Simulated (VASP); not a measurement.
# Na (Pm-3m) in VASP: notebook

The runs below take Na through single point, relaxation of cell and atoms, with PBE.

Everything below comes from runs of VASP 6.6.1. Logs are shortened: lines on timing, memory, paths and dates and some standing lists are left out, and cuts for length are marked.

## Step 1: The cell of the first run

The structure is cubic, space group Pm-3m (No. 221). The conventional cell has a = 2.485 Å, b = 2.485 Å, c = 2.485 Å, α = 90.00°, β = 90.00°, γ = 90.00°. Within 3.3 Å of Na (site symmetry m-3m) lie 6 Na at 2.48 Å.

This isn't the form of Na at room conditions, which is bcc.

## Step 2: Single point, PBE

File INCAR:

```
ALGO = Normal
EDIFF = 1E-6
ENCUT = 520
GGA = PE
ISIF = 2
ISMEAR = -1
LASPH = True
LCHARG = False
LREAL = False
LWAVE = False
NBANDS = 10
NELM = 100
PREC = Accurate
SIGMA = 0.05
```

File KPOINTS:

```
k-points
0
Gamma
  15 15 15
```

File POSCAR:

```
Na
1.0
    2.4845759639      0.0000000000      0.0000000000
    0.0000000000      2.4845759639      0.0000000000
    0.0000000000      0.0000000000      2.4845759639
Na
1
Direct
    0.0000000000      0.0000000000      0.0000000000
```

Potentials or basis: VASP PAW PBE potentials, release 64 (Na_pv).

The run is started by

```bash
cat potpaw_PBE.64/Na_pv/POTCAR > POTCAR
mpirun -np 1 vasp_std > vasp.out
```

OUTCAR:

```text
EDIFF = 1E-6
   ENCUT = 520
   GGA = PE
   ISIF = 2
   ISMEAR = -1
   LASPH = True
   LREAL = False
   NELM = 100
   PREC = Accurate

 ion  position               nearest neighbor table
   1  0.000  0.000  0.000-

  LATTYP: Found a simple cubic cell.
 ALAT       =     2.4845759639

  Lattice vectors:

 A1 = (   2.4845759639,   0.0000000000,   0.0000000000)
 A2 = (   0.0000000000,   2.4845759639,   0.0000000000)
 A3 = (   0.0000000000,   0.0000000000,   2.4845759639)

Analysis of symmetry for initial positions (statically):
=====================================================================
 Subroutine PRICEL returns:
 Original cell was already a primitive cell.

 Routine SETGRP: Setting up the symmetry group for a
 simple cubic supercell.

 Subroutine GETGRP returns: Found 48 space group operations
 (whereof 48 operations were pure point group operations)
 out of a pool of 48 trial point group operations.

The static configuration has the point symmetry O_h .

Analysis of symmetry for dynamics (positions and initial velocities):
=====================================================================
 Subroutine PRICEL returns:
 Original cell was already a primitive cell.

 Routine SETGRP: Setting up the symmetry group for a
 simple cubic supercell.

 Subroutine GETGRP returns: Found 48 space group operations
 (whereof 48 operations were pure point group operations)
 out of a pool of 48 trial point group operations.

The dynamic configuration has the point symmetry O_h .

 Subroutine INISYM returns: Found 48 space group operations
 (whereof 48 operations are pure point group operations),
 and found     1 'primitive' translations

----------------------------------------------------------------------------------------

                                     Primitive cell

  volume of cell :      15.3376

  direct lattice vectors                    reciprocal lattice vectors
     2.484575964  0.000000000  0.000000000     0.402483166  0.000000000  0.000000000
     0.000000000  2.484575964  0.000000000     0.000000000  0.402483166  0.000000000
     0.000000000  0.000000000  2.484575964     0.000000000  0.000000000  0.402483166

  length of vectors
     2.484575964  2.484575964  2.484575964     0.402483166  0.402483166  0.402483166

  position of ions in fractional coordinates (direct lattice)
     0.000000000  0.000000000  0.000000000

  ion indices of the primitive-cell ions
   primitive index   ion index
                 1           1

----------------------------------------------------------------------------------------

 KPOINTS: k-points

Automatic generation of k-mesh.
 Grid dimensions read from file:
 generate k-points for:   15   15   15

 Generating k-lattice:

  Cartesian coordinates                     Fractional coordinates (reciprocal lattice)
     0.026832211  0.000000000  0.000000000     0.066666667  0.000000000  0.000000000
     0.000000000  0.026832211  0.000000000     0.000000000  0.066666667  0.000000000
     0.000000000  0.000000000  0.026832211     0.000000000  0.000000000  0.066666667

  Length of vectors
     0.026832211  0.026832211  0.026832211

  Shift w.r.t. Gamma in fractional coordinates (k-lattice)
     0.000000000  0.000000000  0.000000000

 Subroutine IBZKPT returns following result:
 ===========================================

 Found    120 irreducible k-points:

 Following reciprocal coordinates:
            Coordinates               Weight
  0.000000  0.000000  0.000000      1.000000
  0.066667  0.000000  0.000000      6.000000
  0.133333  0.000000  0.000000      6.000000
  0.200000  0.000000  0.000000      6.000000
  0.266667  0.000000  0.000000      6.000000
  0.333333  0.000000  0.000000      6.000000
[... 16 lines left out ...]
  0.266667  0.200000  0.000000     24.000000
  0.333333  0.200000  0.000000     24.000000
 [... further k-points ...]
   k-points           NKPTS =    120   k-points in BZ     NKDIM =    120   number of bands    NBANDS=     10
   number of dos      NEDOS =    301   number of ions     NIONS =      1
   total plane-waves  NPLWV =   5832
   dimension x,y,z NGX =    18 NGY =   18 NGZ =   18
   dimension x,y,z NGXF=    36 NGYF=   36 NGZF=   36
   ions per type =               1
   NGX,Y,Z   is equivalent  to a cutoff of  12.04, 12.04, 12.04 a.u.
   NGXF,Y,Z  is equivalent  to a cutoff of  24.09, 24.09, 24.09 a.u.
 SYSTEM =  unknown system
   PREC   = accura    normal or accurate (medium, high low for compatibility)
   ISTART =      0    job   : 0-new  1-cont  2-samecut
   ICHARG =      2    charge: 1-file 2-atom 10-const
   ISPIN  =      1    spin polarized calculation?
   LNONCOLLINEAR =      F non collinear calculations
   LSORBIT =      F    spin-orbit coupling
   LASPH  =      T    aspherical Exc in radial PAW
   ENCUT  =  520.0 eV  38.22 Ry    6.18 a.u.   4.62  4.62  4.62*2*pi/ulx,y,z
   NELM   =    100;   NELMIN=  2; NELMDL= -5     # of ELM steps
   EDIFF  = 0.1E-05   stopping-criterion for ELM
   LREAL  =      F    real-space projection
   EDIFFG = 0.1E-04   stopping-criterion for IOM
   NSW    =      0    number of steps for IOM
   IBRION =     -1    ionic relax: 0-MD 1-quasi-New 2-CG
   NFREE  =      0    steps in history (QN), initial steepest desc. (CG)
   ISIF   =      2    stress and relaxation
   ISYM   =      2    0-nonsym 1-usesym 2-fastsym
   POTIM  = 0.5000    time-step for ionic-motion
   TEBEG  =    0.0;   TEEND  =   0.0 temperature during run
   PSTRESS=    0.0 pullay stress
   NELECT =       7.0000    total number of electrons
   NUPDOWN=      -1.0000    fix difference up-down
   EMIN   =  10.00;   EMAX   =-10.00  energy-range for DOS
   EFERMI =   0.00;   METHOD = LEGACY
   ISMEAR =    -1;   SIGMA  =   0.05  broadening in eV -4-tet -1-fermi 0-gaus
   EFERMI_NEDOS =   21; number of points for ismear=-14 and -15
   IALGO  =     38    algorithm
   IMIX   =      4    mixing-type and parameters
     AMIX     =   0.40;   BMIX     =  1.00
     AMIX_MAG =   1.60;   BMIX_MAG =  1.00
  volume/ion in A,a.u.               =      15.34       103.50
  Fermi-wavevector in a.u.,A,eV,Ry     =   1.260439  2.381885 21.615670  1.588707
  Thomas-Fermi vector in A             =   2.393949
   LORBIT       =      0    0 simple, 1 ext, 2 COOP (PROOUT), +10 PAW based schemes
   GGA     = PE    functional components
   LHFCALC =     F    Hartree Fock is set to
   AEXX    =    0.0000 exact exchange contribution
   IVDW    =     0    specifies the selected vdW correction
   LEPSILON=     F    determine dielectric tensor
   LRPA    =     F    only Hartree local field effects (RPA)
 non-spin polarized calculation
  energy-cutoff  :      520.00
  volume of cell :       15.34
 maximum number of plane-waves:       437
   NGX =  9   NGY =  9   NGZ =  9

 number of electron       7.0000013 magnetization

 Free energy of the ion-electron system (eV)
  ---------------------------------------------------
  ext. energy  EPLUGINS =         0.00000000
  ---------------------------------------------------
  free energy    TOTEN  =         0.03229187 eV

  energy without entropy =        0.03504735  energy(sigma->0) =        0.03366961

 E-fermi :   4.5968     XC(G=0):  -9.3760

 val. band max:        4.5445006211   @ k =   0.4000   0.2667   0.0667
 cond. band min:       4.6461795971   @ k =   0.4000   0.2000   0.2000
 fundamental gap:      0.1016789760
 Fermi energy:         4.5968468372

 k-point     1 :       0.0000    0.0000    0.0000
  band No.  band energies     occupation
      1     -20.8065      2.00000
      2     -20.8065      2.00000
      3     -20.8065      2.00000
      4      -0.9761      2.00000
      5      17.5204      0.00000
      6      17.5204      0.00000
      7      22.6648      0.00000
      8      22.6648      0.00000
      9      22.6648      0.00000
     10      29.3888      0.00000

 k-point     2 :       0.0667    0.0000    0.0000
  band No.  band energies     occupation
      1     -20.8396      2.00000
      2     -20.8037      2.00000
      3     -20.8037      2.00000
      4      -0.8561      2.00000
      5      16.8029      0.00000
      6      17.6223      0.00000
      7      22.7131      0.00000
      8      22.7131      0.00000
      9      23.1048      0.00000
     10      29.9247      0.00000

 k-point     3 :       0.1333    0.0000    0.0000
  band No.  band energies     occupation
      1     -20.9326      2.00000
      2     -20.7958      2.00000
      3     -20.7958      2.00000
      4      -0.5002      2.00000
      5      15.2008      0.00000
      6      17.9268      0.00000
      7      22.8559      0.00000
      8      22.8559      0.00000
      9      23.9843      0.00000
     10      31.4071      0.00000

 k-point     4 :       0.2000    0.0000    0.0000
  band No.  band energies     occupation
      1     -21.0676      2.00000
      2     -20.7841      2.00000
      3     -20.7841      2.00000
      4       0.0800      2.00000
      5      13.3142      0.00000
      6      18.4291      0.00000
      7      23.0860      0.00000
      8      23.0860      0.00000
      9      24.9494      0.00000
     10      33.5450      0.00000
[... 222 lines left out ...]
 k-point    22 :       0.2000    0.2000    0.0000
  band No.  band energies     occupation
      1     -21.0587      2.00000
      2     -21.0106      2.00000
      3     -20.7626      2.00000
      4       1.0808      2.00000
      5      13.5687      0.00000
      6      14.9402      0.00000
      7      22.4716      0.00000
      8      23.6158      0.00000
      9      28.1314      0.00000
     10      30.0044      0.00000

 k-point    23 :       0.2667    0.2000    0.0000
  band No.  band energies     occupation
      1     -21.1846      2.00000
      2     -21.0112      2.00000
      3     -20.7496      2.00000
      4       1.8291      2.00000
      5      12.1527      0.00000
      6      15.0282      0.00000
      7      22.4513      0.00000
      8      23.9982      0.00000
      9      26.8954      0.00000
     10      31.3490      0.00000

 k-point    24 :       0.3333    0.2000    0.0000
  band No.  band energies     occupation
      1     -21.3198      2.00000
      2     -20.9945      2.00000
      3     -20.7372      2.00000
      4       2.7539      2.00000
      5      10.3704      0.00000
      6      15.7197      0.00000
      7      21.8513      0.00000
      8      24.4398      0.00000
      9      26.6167      0.00000
     10      30.8569      0.00000

 [... further k-points ...]

------------------------ aborting loop because EDIFF is reached ----------------------------------------

  FORCE on cell =-STRESS in cart. coord.  units (eV):
  Direction    XX          YY          ZZ          XY          YZ          ZX
  --------------------------------------------------------------------------------------
  -------------------------------------------------------------------------------------
  Total        3.3626888      3.3626888      3.3626888     -0.0000000      0.0000000     -0.0000000
  in kB      351.2694799    351.2694799    351.2694799     -0.0000000      0.0000000     -0.0000000
  external PRESSURE =     351.2694799 kB  Pullay stress =       0.0000000 kB

 VOLUME and BASIS-vectors are now :
 -----------------------------------------------------------------------------
  energy-cutoff  :      520.00
  volume of cell :       15.34
      direct lattice vectors                 reciprocal lattice vectors
     2.484575964  0.000000000  0.000000000     0.402483166  0.000000000  0.000000000
     0.000000000  2.484575964  0.000000000     0.000000000  0.402483166  0.000000000
     0.000000000  0.000000000  2.484575964     0.000000000  0.000000000  0.402483166

 POSITION                                       TOTAL-FORCE (eV/Angst)
 -----------------------------------------------------------------------------------
      0.00000      0.00000      0.00000         0.000000      0.000000      0.000000
 -----------------------------------------------------------------------------------
    total drift:                               -0.000000      0.000000      0.000000

  FREE ENERGIE OF THE ION-ELECTRON SYSTEM (eV)
  ---------------------------------------------------
  free  energy   TOTEN  =         0.0322918712 eV

  energy  without entropy=        0.0350473532  energy(sigma->0) =        0.03366961
```

Run time: 10 s. Hardware: 1 thread of Intel Xeon 8259CL, shared host; peak memory 0.13 GiB.

Results:

| Item | Value |
| --- | --- |
| Free energy | 0.0323 eV |
| Pressure | 35.1 GPa |
| Band gap on the k mesh | zero (an odd number of electrons rules out a gap without spin polarisation) |

Levels at points of the mesh, in eV from the Fermi level:
```
           k point  band 2  band 3  band 4  band 5  band 6  band 7
(0.00, 0.00, 0.00)  -25.40  -25.40   -5.57   12.92   12.92   18.07
```

Caveat: the cell stands under pressure.

[end of part 1 of 2]

The gap in the log of VASP goes by the Fermi energy; the results here count the filled bands.